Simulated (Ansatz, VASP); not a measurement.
# CsCl: VASP beside Ansatz

Contents of POSCAR:

```
CsCl
1.0
    4.0971191843      0.0000000000      0.0000000000
    0.0000000000      4.1368327790      0.0000000000
    0.0000000000      0.0000000000      4.1368327790
Cs Cl
1 1
Direct
    0.0000000000      0.0000000000      0.0000000000
    0.5000000000      0.5000000000      0.5000000000
```

File INCAR.step1:

```
PREC     = Accurate       # precision mode
ENCUT    = 400            # plane-wave cutoff, eV
EDIFF    = 1E-5           # SCF threshold, eV
ISMEAR   = 0              # smearing method
SIGMA    = 0.01           # smearing width, eV
LREAL    = False          # projectors in reciprocal space
LASPH    = True           # aspherical terms in the spheres
NELM     = 120            # most SCF steps
ALGO     = Normal         # electronic algorithm
ISIF     = 2              # what is computed and relaxed
LWAVE    = True           # write WAVECAR
GGA      = PE             # functional
NBANDS   = 15             # bands
GGA_COMPAT= False
```

The input INCAR.step2:

```
PREC     = Accurate       # precision mode
ENCUT    = 400            # plane-wave cutoff, eV
EDIFF    = 1E-6           # SCF threshold, eV
ISMEAR   = 0              # smearing method
SIGMA    = 0.01           # smearing width, eV
LREAL    = False          # projectors in reciprocal space
LASPH    = True           # aspherical terms in the spheres
NELM     = 120            # most SCF steps
ALGO     = Normal         # electronic algorithm
ISIF     = 2              # what is computed and relaxed
LWAVE    = False          # write WAVECAR
LCHARG   = True           # write CHGCAR
GGA      = PE             # functional
LHFCALC  = True           # exact exchange
HFSCREEN = 0.2079         # screening, 1/A
PRECFOCK = Normal       
LELF     = True           # ELF
LVHAR    = True         
ISTART   = 1            
NBANDS   = 15             # bands
GGA_COMPAT= False
```

The input KPOINTS:

```
regular mesh
0
Gamma
  4 4 4
```

Input for Ansatz:

```yaml
crystal:
  lattice:
    - [4.0971191843, 0.0, 0.0]
    - [0.0, 4.136832779, 0.0]
    - [0.0, 0.0, 4.136832779]
  atoms:
    - { symbol: Cs, position: [0.0, 0.0, 0.0] }
    - { symbol: Cl, position: [0.5, 0.5, 0.5] }
kpoints:
  mp_grid: { grid: [4, 4, 4] }
  band_path:
    path: [[0.0, 0.0, 0.0], [0.0, 0.5, 0.0], [0.5, 0.5, 0.0], [0.5, 0.5, 0.5]]
    npoints: 1
hamiltonian:
  xc: hse06
scf:
  occupations: { method: fixed }
  n_extra_bands: 4
output:
  forces: true
  stress: true
  eigenvalues: true
```

Change from the starting cell: uniaxial_x strain -1.0%.

Alike in both runs: task single point; functional HSE06; k mesh 4 × 4 × 4; no spin polarisation.

|  | VASP | Ansatz |
| --- | --- | --- |
| version | VASP 6.6.1 | Ansatz 0.2.0 |
| potentials or method | VASP PAW PBE potentials, release 64 (Cs_sv, Cl) | plane waves, PAW |
| plane-wave cutoff (eV) | 400 | 420 |
| occupations | gaussian, width 0.01 eV | fixed |
| valence electrons in the cell | 16 | 16 |

|  | VASP | Ansatz | Ansatz less VASP |
| --- | --- | --- | --- |
| gap on the k mesh at the Fermi level (eV) | 6.55 | 6.56 | +0.013 |
| pressure (GPa) | 0.6 | 0.7 | +0.03 |
| traceless stress, the component that is largest in VASP (GPa) | 0.19 | 0.19 | 0.000 |

Ansatz's warnings: stress exchange threshold loose, stress scf threshold loose.

Neither program's run includes spin-orbit coupling.
